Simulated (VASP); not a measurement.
A run of VASP 6.6.1 is set up as follows.

Contents of INCAR:

```
PREC     = Accurate       # precision mode
ENCUT    = 500            # plane-wave cutoff, eV
EDIFF    = 1E-6           # SCF threshold, eV
ISMEAR   = 0              # smearing method
SIGMA    = 0.01           # smearing width, eV
LREAL    = False          # projectors in reciprocal space
LASPH    = True           # aspherical terms in the spheres
NELM     = 120            # most SCF steps
ALGO     = Normal         # electronic algorithm
ISIF     = 2              # what is computed and relaxed
LWAVE    = False          # write WAVECAR
LCHARG   = False          # write CHGCAR
GGA      = CA             # functional
NBANDS   = 11             # bands
GGA_COMPAT= False
```

File KPOINTS:

```
Automatic mesh
0
Gamma
  10 10 10
```

The input POSCAR:

```
Si
1.0
    0.0000000000      2.7009778455      2.7009778455
    2.7009778455      0.0000000000      2.7009778455
    2.7009778455      2.7009778455      0.0000000000
Si
2
Direct
    0.0000000000      0.0000000000      0.0000000000
    0.2500000000      0.2500000000      0.2500000000
```

Potentials or basis: VASP PAW LDA potentials, release 64 (Si).

The run is started by

```bash
$ cat potpaw_LDA.64/Si/POTCAR > POTCAR
$ mpirun -np 1 vasp_std > vasp.out
```

(1) Estimate the band gap on the k mesh.

(2) What does it give for the pressure?

Answers

(1) 0.45 eV (least direct gap 2.53 eV).

(2) 0.0 GPa.

Caveat: semilocal functionals underestimate gaps, and a narrow one can read as zero.
